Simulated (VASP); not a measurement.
The system is CdS.

```
CELL_PARAMETERS angstrom
4.15000 0.00000 0.00000
-2.07500 3.59401 0.00000
0.00000 0.00000 6.73700
ATOMIC_POSITIONS crystal
Cd 0.33333 0.66667 0.00000
Cd 0.66667 0.33333 0.50000
S 0.33333 0.66667 0.37500
S 0.66667 0.33333 0.87500
```

- Program: VASP 6.6.1
- Task: relaxation of cell and atoms
- Functional: PBE
- Potentials or basis: VASP PAW PBE potentials, release 64 (Cd, S)
- Cutoff: 600 eV
- k mesh: 6 × 6 × 4
- Occupations: fermi-dirac, width 0.05 eV
- Spin: no spin polarisation

At the start: pressure 2.4 GPa; volume 25.12 Å³/atom.

Task: How do energy, volume and symmetry change on relaxing?

Result: Over 5 steps the energy falls by 7.7 meV/atom and the volume is 26.16 Å³/atom (+4.1 %); space group P6_3mc (No. 186, to 0.1 Å) before and after.

Step by step:
```
step  energy change (eV)  largest force (eV/Å)  pressure (GPa)  volume (Å³)
   1              0.0000                0.0686            2.39       100.48
   2             -0.0279                0.0023           -0.67       106.03
   3             -0.0308                0.0151            0.00       104.66
   4             -0.0308                0.0142           -0.05       104.75
   5             -0.0308                0.0075            0.01       104.64
```

Final structure:
```yaml
crystal:
  lattice:
    - [4.20100, 0.00000, 0.00000]
    - [-2.10050, 3.63818, 0.00000]
    - [0.00000, 0.00000, 6.84648]
  atoms:
    - { symbol: Cd, position: [0.33333, 0.66667, 0.99952] }
    - { symbol: Cd, position: [0.66667, 0.33333, 0.49952] }
    - { symbol: S, position: [0.33333, 0.66667, 0.37548] }
    - { symbol: S, position: [0.66667, 0.33333, 0.87548] }
```
